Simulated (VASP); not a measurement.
Input of a VASP 6.6.1 run:

POSCAR

```
ZrB
1.0
    0.0000000000      2.4464449064      2.4464449064
    2.4464449064      0.0000000000      2.4464449064
    2.4464449064      2.4464449064      0.0000000000
Zr B
1 1
Direct
    0.0000000000      0.0000000000      0.0000000000
    0.5000000000      0.5000000000      0.5000000000
```

The input INCAR.step1:

```
PREC = Accurate
ENCUT = 520
EDIFF = 1E-5
ISMEAR = -1
SIGMA = 0.05
LREAL = F
LASPH = T
NELM = 80
ALGO = Normal
ISIF = 2
LWAVE = T
NBANDS = 14
GGA = PE
```

Contents of INCAR.step2:

```
PREC = Accurate
ENCUT = 520
EDIFF = 1E-6
ISMEAR = -1
SIGMA = 0.05
LREAL = F
LASPH = T
NELM = 80
ALGO = Normal
ISIF = 2
LWAVE = F
LCHARG = T
GGA = PE
LHFCALC = T
HFSCREEN = 0.2079
PRECFOCK = Normal
LELF = T
LVHAR = T
NBANDS = 14
ISTART = 1
```

KPOINTS

```
regular mesh
0
Gamma
  5 5 5
```

Potentials or basis: VASP PAW PBE potentials, release 64 (Zr_sv, B).

Run with:

```console
$ cat potpaw_PBE.64/Zr_sv/POTCAR potpaw_PBE.64/B/POTCAR > POTCAR
$ cp INCAR.step1 INCAR
$ mpirun -np 1 vasp_std > vasp.out
$ cp INCAR.step2 INCAR
$ mpirun -np 1 vasp_std > vasp.out
```

Task: Estimate the pressure.

Result: 0.1 GPa.

Task: Predict the band gap on the k mesh.

Result: Zero (an odd number of electrons rules out a gap without spin polarisation).

Caveat: the k points lie up to 0.44 Å⁻¹ apart, too coarse for converged energies and pressures of a metal; the PAW data sets were made with another functional, which shifts forces and pressure a little.
